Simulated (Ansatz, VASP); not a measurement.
## Ti in VASP and in Ansatz

The input INCAR:

```
PREC     = Accurate       # precision mode
ENCUT    = 520            # plane-wave cutoff, eV
EDIFF    = 1E-6           # SCF threshold, eV
ISMEAR   = 0              # smearing method
SIGMA    = 0.15           # smearing width, eV
LREAL    = F              # projectors in reciprocal space
LASPH    = T              # aspherical terms in the spheres
NELM     = 100            # most SCF steps
ALGO     = Fast           # electronic algorithm
ISIF     = 2              # what is computed and relaxed
LWAVE    = F              # write WAVECAR
LCHARG   = T              # write CHGCAR
LELF     = T              # ELF
LVHAR    = T            
NBANDS   = 12             # bands
```

The input KPOINTS:

```
regular mesh
0
Gamma
  20 20 20
```

File POSCAR:

```
Ti
1.0
   -1.6902300000      1.6902300000      1.6163850000
    1.6902300000     -1.6902300000      1.6163850000
    1.6902300000      1.6902300000     -1.6163850000
Ti
1
Direct
    0.0000000000      0.0000000000      0.0000000000
```

Input for Ansatz:

```yaml
crystal:
  lattice:
    - [-1.69023, 1.69023, 1.616385]
    - [1.69023, -1.69023, 1.616385]
    - [1.69023, 1.69023, -1.616385]
  atoms:
    - { symbol: Ti, position: [0.0, 0.0, 0.0] }
basis:
  ecutwfc: 420
kpoints:
  mp_grid: { grid: [20, 20, 20] }
hamiltonian:
  xc: lda
scf:
  occupations: { method: gaussian, width: 0.15 }
output:
  forces: true
  stress: true
  eigenvalues: true
```

Change from the starting cell: strain +0.030 along x and y, -0.015 along z, atoms carried along.

Alike in both runs: task single point; functional LDA; k mesh 20 × 20 × 20; occupations gaussian, width 0.15 eV; no spin polarisation.

|  | VASP | Ansatz |
| --- | --- | --- |
| version | VASP 6.6.1 | Ansatz 0.2.0 |
| potentials or method | VASP PAW LDA potentials, release 64 (Ti_sv), cutoff 520 eV | scalar-relativistic, plane waves, PAW |
| valence electrons in the cell | 12 | 12 |

```tsv
	VASP	Ansatz	Ansatz less VASP
gap on the k mesh at the Fermi level (eV)	none	none	-
pressure (GPa)	-14.1	-14.0	+0.05
traceless stress, the component that is largest in VASP (GPa)	-0.88	-0.89	-0.010
```

LDA's correlation is that of Perdew and Zunger in VASP and of Perdew and Wang (1992) in Ansatz. A gap of «none» marks a metal or a gap that the smearing closes.
